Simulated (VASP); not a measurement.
Crystal: FePt (Tetraferroplatinum).

```
Pt Fe
1.0
     2.72350    0.00000    0.00000
     0.00000    2.72350    0.00000
     0.00000    0.00000    3.72000
Pt Fe
1 1
Cartesian
  1.3618 1.3618 1.8600
  0.0000 0.0000 0.0000
```

```yaml
Program: VASP 6.6.1
Task: relaxation of cell and atoms
Functional: revPBE
Potentials_or_basis: VASP PAW PBE potentials, release 64 (Pt, Fe)
Cutoff: 600 eV
k_mesh: 10 × 10 × 7
Occupations: fermi-dirac, width 0.05 eV
Spin: collinear spin, ferromagnetic start
Starting_moments: "[0.0, 3.0] μB"
```

At the start: pressure 6.6 GPa; volume 13.80 Å³/atom.

Problem. Where does the relaxation end?

Solution. Over 6 steps the energy falls by 9.0 meV/atom and the volume is 14.24 Å³/atom (+3.2 %); space group P4/mmm (No. 123, to 0.05 Å); moment 3.35 μB per cell.

Step by step:
```
step  energy change (eV)  largest force (eV/Å)  pressure (GPa)  volume (Å³)
   1              0.0000                0.0000            6.59        27.59
   2              0.0199                0.0000           -8.05        29.92
   3             -0.0180                0.0000           -0.06        28.51
   4             -0.0180                0.0000            0.06        28.49
   5             -0.0180                0.0000            0.07        28.49
   6             -0.0180                0.0000            0.08        28.49
```

Final structure:
```
Pt Fe
1.0
     2.75024    0.00000    0.00000
     0.00000    2.75024    0.00000
     0.00000    0.00000    3.76614
Pt Fe
1 1
Direct
  0.50000 0.50000 0.50000
  0.00000 0.00000 0.00000
```

Caveat: the PAW data sets were made with another functional, which shifts forces and pressure a little.
